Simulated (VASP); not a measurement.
A run of VASP 6.6.1 is set up as follows.

Contents of INCAR:

```
SYSTEM = Mg4O
PREC = Accurate ; ENCUT = 520
EDIFF = 1E-7 ; ISMEAR = 0
SIGMA = 0.1 ; LREAL = .False.
LASPH = .True. ; NELM = 100
ALGO = Normal ; ISIF = 2
LWAVE = .False. ; LCHARG = .False.
GGA = PE ; NBANDS = 15
```

File KPOINTS:

```
regular mesh
0
Gamma
  4 4 4
  0 0 0
```

The input POSCAR:

```
Mg4O
1.0
    4.2254869500      0.0000000000      0.0000000000
    0.0000000000      4.2254869500      0.0000000000
    0.0000000000      0.0000000000      4.2254869500
Mg O
4 1
Direct
    0.5000000000      0.0000000000      0.0000000000
    0.0000000000      0.5000000000      0.0000000000
    0.0000000000      0.0000000000      0.5000000000
    0.5000000000      0.5000000000      0.5000000000
    0.0000000000      0.0000000000      0.0000000000
```

Potentials or basis: VASP PAW PBE potentials, release 64 (Mg, O).

The run is started by

```bash
$ cat potpaw_PBE.64/Mg/POTCAR potpaw_PBE.64/O/POTCAR > POTCAR
$ mpirun -np 1 vasp_std > vasp.out
```

Predict the band gap on the k mesh.

zero (bands 7 and 8 overlap by 2.69 eV).

What does it give for the pressure?

10.3 GPa.

Caveat: the k points lie up to 0.37 Å⁻¹ apart, too coarse for converged energies and pressures of a metal.
